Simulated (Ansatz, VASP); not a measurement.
## One calculation of NaH, two programs

File POSCAR:

```
NaH
1.0
    0.0000000000      2.3975122873      2.3975122873
    2.3975122873      0.0000000000      2.3975122873
    2.3975122873      2.3975122873      0.0000000000
Na H
1 1
Direct
    0.0000000000      0.0000000000      0.0000000000
    0.5000000000      0.5000000000      0.5000000000
```

The input INCAR.step1:

```
PREC = Accurate ; ENCUT = 550
ISMEAR = 0 ; SIGMA = 0.01
LREAL = F ; LASPH = T
NELM = 120 ; NBANDS = 11
GGA = PE ; ALGO = Normal
EDIFF = 1E-5 ; LWAVE = T
LCHARG = F ; GGA_COMPAT = F
```

The input INCAR.step2:

```
PREC = Accurate ; ENCUT = 550
EDIFF = 1E-6 ; ISMEAR = 0
SIGMA = 0.01 ; LREAL = F
LASPH = T ; NELM = 120
ALGO = Normal ; ISIF = 2
LWAVE = F ; LCHARG = F
METAGGA = R2SCAN ; LMIXTAU = T
NBANDS = 11 ; ISTART = 1
GGA_COMPAT = F
```

KPOINTS

```
regular mesh
0
Gamma
  4 4 4
```

Input for Ansatz:

```yaml
crystal:
  lattice:
    - [0.0, 2.3975122873, 2.3975122873]
    - [2.3975122873, 0.0, 2.3975122873]
    - [2.3975122873, 2.3975122873, 0.0]
  atoms:
    - { symbol: Na, position: [0.0, 0.0, 0.0] }
    - { symbol: H, position: [0.5, 0.5, 0.5] }
kpoints:
  mp_grid: { grid: [4, 4, 4] }
hamiltonian:
  xc: r2scan
scf:
  occupations: { method: fixed }
output:
  optics:
    e_range: [0, 6]
    de: 0.1
    sigma: 0.15
    scissors: 0.6
    scheme: fermi_dirac
    bands: { spectra_wanted_up_to: 6 }
```

Alike in both runs: task single point; functional r2SCAN; k mesh 4 × 4 × 4; no spin polarisation.

|  | VASP | Ansatz |
| --- | --- | --- |
| version | VASP 6.6.1 | Ansatz 0.2.0 |
| potentials or method | VASP PAW PBE potentials, release 64 (Na_pv, H) | plane waves, PAW |
| plane-wave cutoff (eV) | 550 | 500 |
| occupations | gaussian, width 0.01 eV | fixed |
| valence electrons in the cell | 8 | 10 |

|  | VASP | Ansatz | Ansatz less VASP |
| --- | --- | --- | --- |
| gap on the k mesh at the Fermi level (eV) | 4.41 | 4.40 | -0.011 |

VASP's potentials were made for PBE, not for r2SCAN. VASP's potentials hold 8 valence electrons a cell and Ansatz's 10, so a difference there can come from the potentials and not from the codes.

The k mesh is coarse, so the values compare programs but aren't converged.
